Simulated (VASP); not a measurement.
# GaP (Fm-3m) in VASP: further runs, part 2 of 2

VASP 6.6.1.

### 5 Single point, PBE-based screened hybrid

File POSCAR:

```
GaP
1.0
    0.0000000000      2.5585353464      2.5585353464
    2.5585353464      0.0000000000      2.5585353464
    2.5585353464      2.5585353464      0.0000000000
Ga P
1 1
Direct
    0.0000000000      0.0000000000      0.0000000000
    0.5000000000      0.5000000000      0.5000000000
```

File INCAR.step1:

```
SYSTEM = GaP
ALGO = Normal
EDIFF = 1E-5
ENCUT = 520
GGA = PE
ISIF = 2
ISMEAR = -1
LASPH = .TRUE.
LCHARG = .FALSE.
LREAL = .FALSE.
LWAVE = .TRUE.
NBANDS = 16
NELM = 80
PREC = Accurate
SIGMA = 0.02
```

File INCAR.step2:

```
SYSTEM = GaP
AEXX = 0.15
ALGO = Normal
EDIFF = 1E-7
ENCUT = 520
GGA = PE
HFSCREEN = 0.3
ISIF = 2
ISMEAR = -1
ISTART = 1
LASPH = .TRUE.
LCHARG = .FALSE.
LHFCALC = .TRUE.
LREAL = .FALSE.
LWAVE = .FALSE.
NBANDS = 16
NELM = 80
PREC = Accurate
PRECFOCK = Normal
SIGMA = 0.02
```

File KPOINTS:

```
k-points
0
G
  4 4 4
  0 0 0
```

Potentials or basis: VASP PAW PBE potentials, release 64 (Ga_d, P).

Started as:

```bash
> cat potpaw_PBE.64/Ga_d/POTCAR potpaw_PBE.64/P/POTCAR > POTCAR
> cp INCAR.step1 INCAR
> mpirun -np 1 vasp_std > vasp.out
> cp INCAR.step2 INCAR
> mpirun -np 1 vasp_std > vasp.out
```

OUTCAR:

```text
SYSTEM = GaP
   AEXX = 0.15
   EDIFF = 1E-7
   ENCUT = 520
   GGA = PE
   HFSCREEN = 0.3
   ISIF = 2
   ISMEAR = -1
   ISTART = 1
   LASPH = .TRUE.
   LHFCALC = .TRUE.
   LREAL = .FALSE.
   NELM = 80
   PREC = Accurate
   PRECFOCK = Normal

 ion  position               nearest neighbor table
   1  0.000  0.000  0.000-   2 2.56   2 2.56   2 2.56   2 2.56   2 2.56   2 2.56
   2  0.500  0.500  0.500-   1 2.56   1 2.56   1 2.56   1 2.56   1 2.56   1 2.56

  LATTYP: Found a face centered cubic cell.
 ALAT       =     5.1170706928

  Lattice vectors:

 A1 = (   0.0000000000,   2.5585353464,   2.5585353464)
 A2 = (   2.5585353464,   0.0000000000,   2.5585353464)
 A3 = (   2.5585353464,   2.5585353464,   0.0000000000)

Analysis of symmetry for initial positions (statically):
=====================================================================
 Subroutine PRICEL returns:
 Original cell was already a primitive cell.

 Routine SETGRP: Setting up the symmetry group for a
 face centered cubic supercell.

 Subroutine GETGRP returns: Found 48 space group operations
 (whereof 48 operations were pure point group operations)
 out of a pool of 48 trial point group operations.

The static configuration has the point symmetry O_h .

Analysis of symmetry for dynamics (positions and initial velocities):
=====================================================================
 Subroutine PRICEL returns:
 Original cell was already a primitive cell.

 Routine SETGRP: Setting up the symmetry group for a
 face centered cubic supercell.

 Subroutine GETGRP returns: Found 48 space group operations
 (whereof 48 operations were pure point group operations)
 out of a pool of 48 trial point group operations.

The dynamic configuration has the point symmetry O_h .

[... 103 lines left out ...]
  Fermi-wavevector in a.u.,A,eV,Ry     =   1.330958  2.515145 24.102018  1.771448
  Thomas-Fermi vector in A             =   2.460005
   LORBIT       =      0    0 simple, 1 ext, 2 COOP (PROOUT), +10 PAW based schemes
   GGA     = PE    functional components
   LHFCALC =     T    Hartree Fock is set to
   PRECFOCK=normal    Normal, Fast or Accurate (Low or Medium for compatibility)
   ENCUT4O =  -1.0   cutoff for four orbital integrals eV
   NKREDX  =     1    reduce k-point grid by
   NKREDY  =     1    reduce k-point grid by
   NKREDZ  =     1    reduce k-point grid by
   AEXX    =    0.1500 exact exchange contribution
   HFSCREEN=    0.3000 screening length (either q_TF or 0.3 A-1)
   HFSCREENC=   0.3000 screening length for correlation (either q_TF or 0.3 A-1)
   ENCUTFOCK=  -1.0 apply spherical cutoff to Coloumb kernel
   IVDW    =     0    specifies the selected vdW correction
   LEPSILON=     F    determine dielectric tensor
   LRPA    =     F    only Hartree local field effects (RPA)
 non-spin polarized calculation
  energy-cutoff  :      520.00
  volume of cell :       33.50
 maximum number of plane-waves:       934
 NGX is ok and might be reduce to    28
  NGX = 24; NGY = 24; NGZ = 24

 number of electron      17.9999996 magnetization

 Free energy of the ion-electron system (eV)
  ---------------------------------------------------
  ext. energy  EPLUGINS =         0.00000000
  ---------------------------------------------------
  free energy    TOTEN  =        -8.56700886 eV

  energy without entropy =       -8.56264404  energy(sigma->0) =       -8.56482645

 E-fermi :   6.8814     XC(G=0):  -9.9797

 val. band max:        6.8742435702   @ k =   0.5000   0.0000   0.0000
 cond. band min:       6.9696232679   @ k =   0.5000   0.2500   0.0000
 fundamental gap:      0.0953796977
 Fermi energy:         6.8814386320

 k-point     1 :       0.0000    0.0000    0.0000
  band No.  band energies     occupation
      1      -9.9169      2.00000
      2      -9.9169      2.00000
      3      -9.8865      2.00000
      4      -9.8865      2.00000
      5      -9.8865      2.00000
      6      -7.5612      2.00000
[... 129 lines left out ...]
      3      -9.8734      2.00000
      4      -9.8734      2.00000
      5      -9.8207      2.00000
      6      -3.0387      2.00000
[... 8 lines left out ...]
     15      19.8951      0.00000
     16      22.4570      0.00000

------------------------ aborting loop because EDIFF is reached ----------------------------------------

  FORCE on cell =-STRESS in cart. coord.  units (eV):
  Direction    XX          YY          ZZ          XY          YZ          ZX
  --------------------------------------------------------------------------------------
  -------------------------------------------------------------------------------------
  Total        0.3803659      0.3803659      0.3803659      0.0000000      0.0000000     -0.0000000
  in kB       18.1931476     18.1931476     18.1931476      0.0000000      0.0000000     -0.0000000
  external PRESSURE =      18.1931476 kB  Pullay stress =       0.0000000 kB

 VOLUME and BASIS-vectors are now :
 -----------------------------------------------------------------------------
  energy-cutoff  :      520.00
  volume of cell :       33.50
      direct lattice vectors                 reciprocal lattice vectors
     0.000000000  2.558535346  2.558535346    -0.195424308  0.195424308  0.195424308
     2.558535346  0.000000000  2.558535346     0.195424308 -0.195424308  0.195424308
     2.558535346  2.558535346  0.000000000     0.195424308  0.195424308 -0.195424308

 POSITION                                       TOTAL-FORCE (eV/Angst)
 -----------------------------------------------------------------------------------
      0.00000      0.00000      0.00000         0.000000      0.000000     -0.000000
      2.55854      2.55854      2.55854        -0.000000     -0.000000      0.000000
 -----------------------------------------------------------------------------------
    total drift:                               -0.000000     -0.000001     -0.000001

  FREE ENERGIE OF THE ION-ELECTRON SYSTEM (eV)
  ---------------------------------------------------
  free  energy   TOTEN  =        -8.5670088553 eV

  energy  without entropy=       -8.5626440393  energy(sigma->0) =       -8.56482645
```

It took 4.3 min on 1 thread of Intel Xeon 6975P-C (Granite Rapids), shared host; peak memory 0.26 GiB.

Results:

```yaml
Free_energy: -8.5670 eV
Pressure: 1.8 GPa
Band_gap_on_the_k_mesh: zero (band 9 reaches 6.87 eV, above the bottom of band 10 at 3.75 eV)
```

Caveat: the k points lie up to 0.53 Å⁻¹ apart; the PAW data sets were made with another functional, which shifts forces and pressure a little.

### 6 Overview

| level | k mesh | cutoff (eV) | smearing | grid for exact exchange (PRECFOCK) | screening parameter | share of exact exchange | gap on the mesh (eV) | pressure (GPa) |
| --- | --- | --- | --- | --- | --- | --- | --- | --- |
| PBEsol | 6 × 6 × 6 | 500 | methfessel-paxton 0.001 eV | - | - | - | none | -1.6 |
| PBEsol | 6 × 6 × 6 | 520 | fermi-dirac 0.02 eV | - | - | - | none | -1.6 |
| HSE06 | 4 × 4 × 4 | 520 | fermi-dirac 0.02 eV | Normal | 0.2079 1/Å | - | none | 0.5 |
| PBE-based screened hybrid | 4 × 4 × 4 | 520 | fermi-dirac 0.02 eV | Normal | 0.3 1/Å | 0.15 | none | 1.8 |

Alike in all rows: task single point; potentials or basis VASP PAW PBE potentials, release 64 (Ga_d, P); no spin polarisation; cell as given.

Caveats: some runs use coarse meshes; the PAW data sets were made with another functional, which shifts forces and pressure a little.

Absolute energies hang on the potentials; compare differences alone.
